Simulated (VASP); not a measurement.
As2CO3, 6 atoms in the cell. It takes space group P6/mmm (No. 191, hexagonal). Conventional cell: a = 5.599 Å, b = 5.599 Å, c = 2.873 Å, α = 90.00°, β = 90.00°, γ = 120.00°. As (site symmetry -6m2) has 6 O at 2.16 Å and 2 As at 2.87 Å within 2.9 Å. C (site symmetry 6/mmm) has 2 C at 2.87 Å and 12 O at 3.15 Å and 6 As at 3.23 Å within 3.8 Å. O (site symmetry mmm) has 4 As at 2.16 Å and 6 O at 2.80 to 2.87 Å within 2.9 Å. The cell was generated, and may not be a known phase.

- Program: VASP 6.6.1
- Task: single point
- Functional: PBE
- Potentials or basis: VASP PAW PBE potentials, release 64 (As, C, O)
- Cutoff: 520 eV
- k mesh: 12 × 12 × 14
- Occupations: gaussian, width 0.1 eV
- Spin: no spin polarisation
- Dipole correction: no
- Further INCAR settings: ALGO = Normal; EDIFF = 1e-06; NBANDS = 25

Potentials or basis: VASP PAW PBE potentials, release 64 (As, C, O).

The run is started by

```console
$ cat potpaw_PBE.64/As/POTCAR potpaw_PBE.64/C/POTCAR potpaw_PBE.64/O/POTCAR > POTCAR
$ mpirun -np 1 vasp_std > vasp.out
```

Hardware: 1 thread of AMD EPYC 9R45 96-Core Processor (Zen 5), with other jobs on the host.

Task: Estimate the wall time of this run.

Result: It took 2.7 min on 1 thread of AMD EPYC 9R45 96-Core Processor (Zen 5), with other jobs on the host, peak memory 0.36 GiB. Counts: scf iterations 15, k points 152.
